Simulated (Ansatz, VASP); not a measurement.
**CaInC6N6 in VASP and in Ansatz**

```
CELL_PARAMETERS angstrom
0.00000 5.91487 5.91487
5.91487 0.00000 5.91487
5.91487 5.91487 0.00000
ATOMIC_POSITIONS crystal
Ca 0.50000 0.50000 0.50000
In 0.00000 0.00000 0.00000
C 0.80623 0.19377 0.19377
C 0.19377 0.80623 0.19377
C 0.19377 0.19377 0.80623
C 0.19377 0.80623 0.80623
C 0.80623 0.19377 0.80623
C 0.80623 0.80623 0.19377
N 0.70784 0.29216 0.29216
N 0.29216 0.70784 0.29216
N 0.29216 0.29216 0.70784
N 0.29216 0.70784 0.70784
N 0.70784 0.29216 0.70784
N 0.70784 0.70784 0.29216
```

Alike in both runs: functional PBE; k mesh 4 × 4 × 4; occupations gaussian, width 0.1 eV; no spin polarisation.

Ansatz relaxed the structure, and its values are those at the end. VASP's run is a single point on that final structure, the one shown.

```csv
,VASP,Ansatz
version,VASP 6.6.1,Ansatz 0.2.0
potentials or method,"VASP PAW PBE potentials, release 64 (Ca_sv, In_d, C, N), cutoff 520 eV","scalar-relativistic, plane waves, PAW"
valence electrons in the cell,77,77
```

VASP gave:

```
gap on the k mesh at the Fermi level (eV) : none
pressure (GPa)                            : 0.4
rms of the force components (eV/Å)        : 0.239
```

Q: What did Ansatz give for the same quantities?

A: gap on the k mesh at the Fermi level (eV): none; pressure (GPa): 0.0; rms of the force components (eV/Å): 0.010.

A gap of «none» marks a metal or a gap that the smearing closes. One of these differences is far larger than is usual between the two programs; its cause wasn't traced. With one functional, cell and mesh, what is left measures potentials, basis and numerics.

Noted on VASP's run: the standard files for N, O and F lose accuracy on very short bonds.
